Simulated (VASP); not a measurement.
# Mo (Im-3m) in VASP: notebook

Mo is run at these levels: LDA; tasks: single point.

Everything below comes from runs of VASP 6.6.1. Logs are shortened: lines on timing, memory, paths and dates and some standing lists are left out, and cuts for length are marked.

### Step 1. The cell of the first run

It takes space group Im-3m (No. 229, cubic). The conventional cell has a = 3.015 Å, b = 3.015 Å, c = 3.015 Å, α = 90.00°, β = 90.00°, γ = 90.00°. Mo (site symmetry m-3m) has 14 Mo at 2.61 to 3.02 Å within 3.4 Å.

### Step 2. Single point, LDA (volume scaled by 0.91)

INCAR

```
SYSTEM = Mo
PREC = Accurate
ENCUT = 500
EDIFF = 1E-6
ISMEAR = 0
SIGMA = 0.1
LREAL = .FALSE.
LASPH = .TRUE.
NELM = 120
ALGO = Normal
ISIF = 2
LWAVE = .FALSE.
LCHARG = .TRUE.
GGA = CA
LELF = .TRUE.
LVHAR = .TRUE.
NBANDS = 13
GGA_COMPAT = .FALSE.
```

KPOINTS

```
Automatic mesh
0
G
  18 18 18
  0 0 0
```

POSCAR

```
Mo
1.0
   -1.5075178411      1.5075178411      1.5075178411
    1.5075178411     -1.5075178411      1.5075178411
    1.5075178411      1.5075178411     -1.5075178411
Mo
1
Direct
    0.0000000000      0.0000000000      0.0000000000
```

Potentials or basis: VASP PAW LDA potentials, release 64 (Mo_sv).

Started as:

```sh
$ cat potpaw_LDA.64/Mo_sv/POTCAR > POTCAR
$ mpirun -np 1 vasp_std > vasp.out
```

OUTCAR:

```text
SYSTEM = Mo
   PREC = Accurate
   ENCUT = 500
   EDIFF = 1E-6
   ISMEAR = 0
   LREAL = .FALSE.
   LASPH = .TRUE.
   NELM = 120
   ISIF = 2
   GGA = CA

 ion  position               nearest neighbor table
   1  0.000  0.000  0.000-

  LATTYP: Found a body centered cubic cell.
 ALAT       =     3.0150356822

  Lattice vectors:

 A1 = (  -1.5075178411,   1.5075178411,   1.5075178411)
 A2 = (   1.5075178411,  -1.5075178411,   1.5075178411)
 A3 = (   1.5075178411,   1.5075178411,  -1.5075178411)

Analysis of symmetry for initial positions (statically):
=====================================================================
 Subroutine PRICEL returns:
 Original cell was already a primitive cell.

 Routine SETGRP: Setting up the symmetry group for a
 body centered cubic supercell.

 Subroutine GETGRP returns: Found 48 space group operations
 (whereof 48 operations were pure point group operations)
 out of a pool of 48 trial point group operations.

The static configuration has the point symmetry O_h .

Analysis of symmetry for dynamics (positions and initial velocities):
=====================================================================
 Subroutine PRICEL returns:
 Original cell was already a primitive cell.

 Routine SETGRP: Setting up the symmetry group for a
 body centered cubic supercell.

 Subroutine GETGRP returns: Found 48 space group operations
 (whereof 48 operations were pure point group operations)
 out of a pool of 48 trial point group operations.

The dynamic configuration has the point symmetry O_h .

 Subroutine INISYM returns: Found 48 space group operations
 (whereof 48 operations are pure point group operations),
 and found     1 'primitive' translations

----------------------------------------------------------------------------------------

                                     Primitive cell

  volume of cell :      13.7040

  direct lattice vectors                    reciprocal lattice vectors
    -1.507517841  1.507517841  1.507517841     0.000000000  0.331671033  0.331671033
     1.507517841 -1.507517841  1.507517841     0.331671033  0.000000000  0.331671033
     1.507517841  1.507517841 -1.507517841     0.331671033  0.331671033  0.000000000

  length of vectors
     2.611097494  2.611097494  2.611097494     0.469053673  0.469053673  0.469053673

  position of ions in fractional coordinates (direct lattice)
     0.000000000  0.000000000  0.000000000

  ion indices of the primitive-cell ions
   primitive index   ion index
[... 75 lines left out ...]
   EDIFFG = 0.1E-04   stopping-criterion for IOM
   NSW    =      0    number of steps for IOM
   IBRION =     -1    ionic relax: 0-MD 1-quasi-New 2-CG
   NFREE  =      0    steps in history (QN), initial steepest desc. (CG)
   ISIF   =      2    stress and relaxation
   ISYM   =      2    0-nonsym 1-usesym 2-fastsym
   POTIM  = 0.5000    time-step for ionic-motion
   TEBEG  =    0.0;   TEEND  =   0.0 temperature during run
   PSTRESS=    0.0 pullay stress
   NELECT =      14.0000    total number of electrons
   NUPDOWN=      -1.0000    fix difference up-down
   EMIN   =  10.00;   EMAX   =-10.00  energy-range for DOS
   EFERMI =   0.00;   METHOD = LEGACY
   ISMEAR =     0;   SIGMA  =   0.10  broadening in eV -4-tet -1-fermi 0-gaus
   EFERMI_NEDOS =   21; number of points for ismear=-14 and -15
   IALGO  =     38    algorithm
   IMIX   =      4    mixing-type and parameters
     AMIX     =   0.40;   BMIX     =  1.00
     AMIX_MAG =   1.60;   BMIX_MAG =  1.00
  volume/ion in A,a.u.               =      13.70        92.48
  Fermi-wavevector in a.u.,A,eV,Ry     =   1.648802  3.115783 36.988071  2.718547
  Thomas-Fermi vector in A             =   2.738029
   LORBIT       =      0    0 simple, 1 ext, 2 COOP (PROOUT), +10 PAW based schemes
   GGA     = CA    functional components
   LHFCALC =     F    Hartree Fock is set to
   AEXX    =    0.0000 exact exchange contribution
   IVDW    =     0    specifies the selected vdW correction
   LEPSILON=     F    determine dielectric tensor
   LRPA    =     F    only Hartree local field effects (RPA)
 non-spin polarized calculation
 Gauss-broadening in eV      SIGMA  =   0.10
  energy-cutoff  :      500.00
  volume of cell :       13.70
 maximum number of plane-waves:       370
   NGX =  9   NGY =  9   NGZ =  9

 number of electron      14.0000004 magnetization

 Free energy of the ion-electron system (eV)
  ---------------------------------------------------
  ext. energy  EPLUGINS =         0.00000000
  ---------------------------------------------------
  free energy    TOTEN  =       -11.98457138 eV

  energy without entropy =      -11.98207433  energy(sigma->0) =      -11.98332286

 E-fermi :  14.7702     XC(G=0): -14.3538

 val. band max:       14.7560400735   @ k =   0.3333   0.0556   0.0556
 cond. band min:      14.7952583390   @ k =  -0.3333   0.3889   0.2778
 fundamental gap:      0.0392182655
 Fermi energy:        14.7701571984

 k-point     1 :       0.0000    0.0000    0.0000
  band No.  band energies     occupation
      1     -46.3014      2.00000
      2     -19.3562      2.00000
      3     -19.3562      2.00000
      4     -19.3562      2.00000
      5       7.1255      2.00000
      6      13.0551      2.00000
      7      13.0551      2.00000
      8      13.0551      2.00000
      9      16.5805      0.00000
     10      16.5805      0.00000
     11      29.6916      0.00000
     12      29.6916      0.00000
     13      29.6916      0.00000
[... 354 lines left out ...]
  band No.  band energies     occupation
      1     -45.8456      2.00000
      2     -21.3532      2.00000
      3     -20.0851      2.00000
      4     -19.4749      2.00000
      5       9.0420      2.00000
      6      10.8265      2.00000
      7      14.9929      0.00163
      8      16.5482      0.00000
      9      17.9855      0.00000
     10      21.2161      0.00000
     11      27.7953      0.00000
     12      28.6540      0.00000
     13      33.5150      0.00000

 [... further k-points ...]
[... 5 lines left out ...]
  --------------------------------------------------------------------------------------
  -------------------------------------------------------------------------------------
  Total        3.0463960      3.0463960      3.0463960      0.0000000     -0.0000000      0.0000000
  in kB      356.1636277    356.1636277    356.1636277      0.0000000     -0.0000000      0.0000000
  external PRESSURE =     356.1636277 kB  Pullay stress =       0.0000000 kB

 VOLUME and BASIS-vectors are now :
 -----------------------------------------------------------------------------
  energy-cutoff  :      500.00
  volume of cell :       13.70
      direct lattice vectors                 reciprocal lattice vectors
    -1.507517841  1.507517841  1.507517841     0.000000000  0.331671033  0.331671033
     1.507517841 -1.507517841  1.507517841     0.331671033  0.000000000  0.331671033
     1.507517841  1.507517841 -1.507517841     0.331671033  0.331671033  0.000000000

 POSITION                                       TOTAL-FORCE (eV/Angst)
 -----------------------------------------------------------------------------------
      0.00000      0.00000      0.00000         0.000000      0.000000     -0.000000
 -----------------------------------------------------------------------------------
    total drift:                                0.000000      0.000000      0.000000

  FREE ENERGIE OF THE ION-ELECTRON SYSTEM (eV)
  ---------------------------------------------------
  free  energy   TOTEN  =       -11.9845713772 eV

  energy  without entropy=      -11.9820743345  energy(sigma->0) =      -11.98332286
```

stdout:

```text
POSCAR found type information on POSCAR Mo
 POSCAR found :  1 types and       1 ions
 scaLAPACK will be used
 LDA part: xc-table for (Slater(with rela. corr.)+CA(PZ))
 , standard interpolation
 POSCAR, INCAR and KPOINTS ok, starting setup
 FFT: planning ... GRIDC
 FFT: planning ... GRID_SOFT
 FFT: planning ... GRID
 WAVECAR not read
 entering main loop
```

Run time: 20 s. Hardware: 1 thread of Intel Xeon 6975P-C, shared host; peak memory 0.14 GiB.

What came out:

| Item | Value |
| --- | --- |
| Free energy | -11.9846 eV |
| Pressure | 35.6 GPa |
| Band gap on the k mesh | zero (band 7 reaches 19.53 eV, above the bottom of band 8 at 13.06 eV) |

### Step 3. Single point, LDA (volume scaled by 0.94)

INCAR

```
  PREC = Accurate
  ENCUT = 500
  EDIFF = 1E-6
  ISMEAR = 0
  SIGMA = 0.1
  LREAL = False
  LASPH = True
  NELM = 120
  ALGO = Normal
  ISIF = 2
  LWAVE = False
  LCHARG = True
  LELF = True
  LVHAR = True
  NBANDS = 13
  GGA_COMPAT = False
```

KPOINTS

```
regular mesh
0
Gamma
  18 18 18
```

POSCAR

```
Mo
1.0
   -1.5239051885      1.5239051885      1.5239051885
    1.5239051885     -1.5239051885      1.5239051885
    1.5239051885      1.5239051885     -1.5239051885
Mo
1
Direct
    0.0000000000      0.0000000000      0.0000000000
```

Potentials or basis: VASP PAW LDA potentials, release 64 (Mo_sv).

Started as:

```sh
$ cat potpaw_LDA.64/Mo_sv/POTCAR > POTCAR
$ mpirun -np 1 vasp_std > vasp.out
```

Wall time 18 s (1 thread of Intel Xeon 6975P-C, shared host); peak memory 0.14 GiB.

It converged, with:

```
Free energy            : -12.0662 eV
Pressure               : 22.4 GPa
Band gap on the k mesh : zero (band 7 reaches 18.74 eV, above the bottom of band 8 at 12.55 eV)
```

Levels at points of the mesh, in eV from the Fermi level:
```
           k point  band 4  band 5  band 6  band 7  band 8  band 9  band 10  band 11
(0.00, 0.00, 0.00)  -34.19   -7.56   -1.63   -1.63   -1.63    1.76     1.76    14.90
(0.50, 0.00, 0.00)  -34.22   -6.00   -3.96    1.87    2.08    2.57     5.47    12.11
(0.50, 0.50, 0.50)  -35.51   -6.32   -6.32    4.56    4.56    4.56     9.83     9.83
```

### Step 4. Single point, LDA (volume scaled by 0.97)

INCAR

```
PREC = Accurate ; ENCUT = 500
EDIFF = 1E-6 ; ISMEAR = 0
SIGMA = 0.1 ; LREAL = False
LASPH = True ; NELM = 120
ALGO = Normal ; ISIF = 2
LWAVE = False ; LCHARG = False
NBANDS = 13 ; GGA_COMPAT = False
```

KPOINTS

```
Automatic mesh
0
Gamma
  18 18 18
```

POSCAR

```
Mo
1.0
   -1.5399474746      1.5399474746      1.5399474746
    1.5399474746     -1.5399474746      1.5399474746
    1.5399474746      1.5399474746     -1.5399474746
Mo
1
Direct
    0.0000000000      0.0000000000      0.0000000000
```

Started as:

```sh
$ cat potpaw_LDA.64/Mo_sv/POTCAR > POTCAR
$ mpirun -np 1 vasp_std > vasp.out
```

It took 18 s on 1 thread of Intel Xeon 6975P-C, shared host; peak memory 0.14 GiB.

The run converged. Its results:

```yaml
Free_energy: -12.1131 eV
Pressure: 11.0 GPa
Band_gap_on_the_k_mesh: zero (band 7 reaches 18.00 eV, above the bottom of band 8 at 12.08 eV)
```

Levels at points of the mesh, in eV from the Fermi level:
| k point | band 5 | band 6 | band 7 | band 8 | band 9 | band 10 |
| --- | --- | --- | --- | --- | --- | --- |
| (0.00, 0.00, 0.00) | -7.47 | -1.55 | -1.55 | -1.55 | 1.71 | 1.71 |
| (0.50, 0.00, 0.00) | -5.80 | -3.79 | 1.79 | 1.93 | 2.47 | 5.24 |
| (0.50, 0.50, 0.50) | -6.05 | -6.05 | 4.37 | 4.37 | 4.37 | 9.56 |

### Step 5. Overview

```tsv
cell	gap on the mesh (eV)	pressure (GPa)
a = 2.611 Å, angles 109.5°, 1 atom	none	35.6
a = 2.639 Å, angles 109.5°, 1 atom	none	22.4
a = 2.667 Å, angles 109.5°, 1 atom	none	11.0
```

Alike in all rows: task single point; level LDA; potentials or basis VASP PAW LDA potentials, release 64 (Mo_sv); no spin polarisation; k mesh 18 × 18 × 18; cutoff (eV) 500; smearing gaussian 0.1 eV.

Absolute energies hang on the potentials; compare differences alone.
